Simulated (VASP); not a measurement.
Runs of VASP 6.6.1 on CdSe. The structure is that of space group F-43m (No. 216), or close to it. The cells are those of the table. 

| level | cell | k mesh | smearing | grid for exact exchange (PRECFOCK) | screening parameter | gap on the mesh (eV) | pressure (GPa) |
| --- | --- | --- | --- | --- | --- | --- | --- |
| r2SCAN | a = 4.327, b = 4.327, c = 4.383 Å, angles 59.6, 59.6, 60.9°, 2 atoms | 8 × 8 × 8 | gaussian 0.01 eV | - | - | 0.96 | -0.1 |
| HSE06 | a = 4.267, b = 4.267, c = 4.194 Å, angles 60.6, 60.6, 58.9°, 2 atoms | 6 × 6 × 6 | gaussian 0.01 eV | Normal | 0.2079 1/Å | 1.61 | 4.5 |
| PBE | a = 4.389, b = 4.389, c = 4.338 Å, angles 60.4, 60.4, 59.2°, 2 atoms | 8 × 8 × 8 | fermi-dirac 0.02 eV | - | - | 0.48 | 0.5 |
| PBE | a = 4.267, b = 4.267, c = 4.194 Å, angles 60.6, 60.6, 58.9°, 2 atoms | 8 × 8 × 8 | fermi-dirac 0.02 eV | - | - | 0.65 | 5.8 |
| r2SCAN | a = 4.267, b = 4.267, c = 4.194 Å, angles 60.6, 60.6, 58.9°, 2 atoms | 8 × 8 × 8 | gaussian 0.01 eV | - | - | 1.14 | 4.3 |
| r2SCAN | a = 4.389, b = 4.389, c = 4.338 Å, angles 60.4, 60.4, 59.2°, 2 atoms | 8 × 8 × 8 | gaussian 0.01 eV | - | - | 0.95 | (b) |
| PBE | a = 4.327, b = 4.327, c = 4.383 Å, angles 59.6, 59.6, 60.9°, 2 atoms | 8 × 8 × 8 | fermi-dirac 0.02 eV | - | - | 0.49 | (a) |

Alike in all rows: task single point; potentials or basis VASP PAW PBE potentials, release 64 (Cd, Se); no spin polarisation; cutoff (eV) 520.

Q: Estimate the missing entries.

A: (a) 1.4; (b) -1.0.

Caveats: the PAW data sets were made with another functional, which shifts forces and pressure a little (some runs).

A k mesh can miss the band edges, and the runs leave out spin-orbit coupling on Cd, Se.
